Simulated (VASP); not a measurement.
A run of VASP 6.6.1 is set up as follows.

INCAR

```
SYSTEM = Na
PREC = Accurate
ENCUT = 520
EDIFF = 1E-7
ISMEAR = 0
SIGMA = 0.15
LREAL = .FALSE.
LASPH = .TRUE.
NELM = 60
ALGO = Fast
ISIF = 2
LWAVE = .FALSE.
LCHARG = .FALSE.
GGA = PS
NBANDS = 14
```

KPOINTS

```
regular mesh
0
G
  18 18 10
  0 0 0
```

File POSCAR:

```
Na
1.0
    4.0578788133      0.0000000000      0.0000000000
   -2.0289394067      3.5142261378      0.0000000000
    0.0000000000      0.0000000000      5.3033564330
Na
2
Direct
    0.3333333333      0.6666666667      0.2500000000
    0.6666666667      0.3333333333      0.7500000000
```

Potentials or basis: VASP PAW PBE potentials, release 64 (Na_pv).

Launch:

```bash
$ cat potpaw_PBE.64/Na_pv/POTCAR > POTCAR
$ mpirun -np 1 vasp_std > vasp.out
```

Problem. Estimate the band gap on the k mesh.

Solution. Zero (band 7 reaches 1.96 eV, above the bottom of band 8 at -1.62 eV).

Problem. What does it give for the pressure?

Solution. 0.0 GPa.

Stress tensor (GPa, compression positive):
```
-0.53  0.00  0.00
 0.00 -0.53  0.00
 0.00  0.00  1.03
```

Caveat: the PAW data sets were made with another functional, which shifts forces and pressure a little.
